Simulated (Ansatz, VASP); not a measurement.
**FeGe in VASP and in Ansatz**

```
CELL_PARAMETERS angstrom
3.01617 0.00000 0.00000
0.00000 3.01617 0.00000
0.00000 0.00000 3.01617
ATOMIC_POSITIONS crystal
Fe 0.00000 0.00000 0.00000
Ge 0.46334 0.45075 0.45353
```

Alike in both runs: task single point; functional r2SCAN; k mesh 3 × 3 × 3; collinear spin.

|  | VASP | Ansatz |
| --- | --- | --- |
| version | VASP 6.6.1 | Ansatz development build ahead of 0.2.0 |
| potentials or method | VASP PAW PBE potentials, release 64 (Fe, Ge_d) | PAW (an earlier, plane waves, scalar-relativistic |
| plane-wave cutoff (eV) | 520 | 1230 |
| occupations | gaussian, width 0.05 eV | gaussian |

|  | VASP | Ansatz | Ansatz less VASP |
| --- | --- | --- | --- |
| net moment per atom (μB) | 0.96 | 0.96 | +0.002 |
| size of the moment on the site where the two differ most (μB) | 1.97 | 1.96 | -0.010 |

VASP's potentials were made for PBE, not for r2SCAN. Site moments also hang on the region over which each program counts them. Ansatz's warnings: stability check not made.

The k mesh is coarse, so the values compare programs but aren't converged.
